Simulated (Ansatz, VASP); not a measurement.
**ZnS3 in VASP and in Ansatz**

```xyz
4
Lattice="4.0743 0.0000 0.0000 0.0000 4.0743 0.0000 0.0000 0.0000 4.0743" Properties=species:S:1:pos:R:3 pbc="T T T"
Zn    0.0000    0.0000    0.0000
S     0.0000    2.0371    2.0371
S     2.0371    0.0000    2.0371
S     2.0371    2.0371    0.0000
```

Change from the starting cell: species swapped into the YSn3 type (Pm-3m, No. 221).

Alike in both runs: task relaxation of cell and atoms; functional PBE; k mesh 12 × 12 × 12; occupations gaussian, width 0.1 eV; no spin polarisation.

|  | VASP | Ansatz |
| --- | --- | --- |
| version | VASP 6.6.1 | Ansatz 0.2.0 |
| potentials or method | VASP PAW PBE potentials, release 64 (Zn, S), cutoff 600 eV | scalar-relativistic, plane waves, PAW |
| valence electrons in the cell | 30 | 30 |

Ansatz gave:

* gap on the k mesh at the Fermi level, each at its own relaxed structure (eV): none
* relaxed volume (Å³/atom): 16.67
* relaxed cell length with the largest relative difference (Å): 4.055

**Question.** What did VASP give for the same quantities?

**Answer.** gap on the k mesh at the Fermi level, each at its own relaxed structure (eV): none; relaxed volume (Å³/atom): 16.66; relaxed cell length with the largest relative difference (Å): 4.054.

A gap of «none» marks a metal or a gap that the smearing closes.
